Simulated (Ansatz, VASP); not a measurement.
## One calculation of Cu, two programs

File INCAR:

```
SYSTEM = Cu
  PREC = Accurate
  ENCUT = 520
  EDIFF = 1E-7
  ISMEAR = 0
  SIGMA = 0.15
  LREAL = .False.
  LASPH = .True.
  NELM = 80
  ALGO = Fast
  ISIF = 2
  LWAVE = .False.
  LCHARG = .True.
  GGA = PE
  LELF = .True.
  LVHAR = .True.
  NBANDS = 12
```

KPOINTS

```
Automatic mesh
0
Gamma
  24 24 24
  0 0 0
```

POSCAR

```
Cu
1.0
    0.0000000000      1.9101488558      1.6368065546
    1.9101488558      0.0000000000      1.6368065546
    1.9101488558      1.9101488558      0.0000000000
Cu
1
Direct
    0.0000000000      0.0000000000      0.0000000000
```

Input for Ansatz:

```yaml
crystal:
  lattice:
    - [0.0, 1.9101488558, 1.6368065546]
    - [1.9101488558, 0.0, 1.6368065546]
    - [1.9101488558, 1.9101488558, 0.0]
  atoms:
    - { symbol: Cu, position: [0.0, 0.0, 0.0] }
basis:
  ecutwfc: 520.0
kpoints:
  mp_grid: { grid: [24, 24, 24] }
hamiltonian:
  xc: pbe
  pseudopotentials: { kind: paw, azcp: { folder: soft_1 } }
scf:
  occupations: { method: gaussian, width: 0.15 }
output:
  forces: true
  stress: true
  eigenvalues: true
```

Alike in both runs: task single point; functional PBE; k mesh 24 × 24 × 24; occupations gaussian, width 0.15 eV; no spin polarisation.

|  | VASP | Ansatz |
| --- | --- | --- |
| version | VASP 6.6.1 | Ansatz 0.2.0 |
| potentials or method | VASP PAW PBE potentials, release 64 (Cu), cutoff 520 eV | scalar-relativistic, plane waves, PAW |
| valence electrons in the cell | 11 | 19 |

```tsv
	VASP	Ansatz	Ansatz less VASP
gap on the k mesh at the Fermi level (eV)	none	none	-
pressure (GPa)	1.1	0.5	-0.60
traceless stress, the component that is largest in VASP (GPa)	2.23	2.26	+0.027
```

A gap of «none» marks a metal or a gap that the smearing closes. The functional is the same, so the differences come from potentials, cutoffs and numerics. VASP's potentials hold 11 valence electrons a cell and Ansatz's 19, so a difference there can come from the potentials and not from the codes.
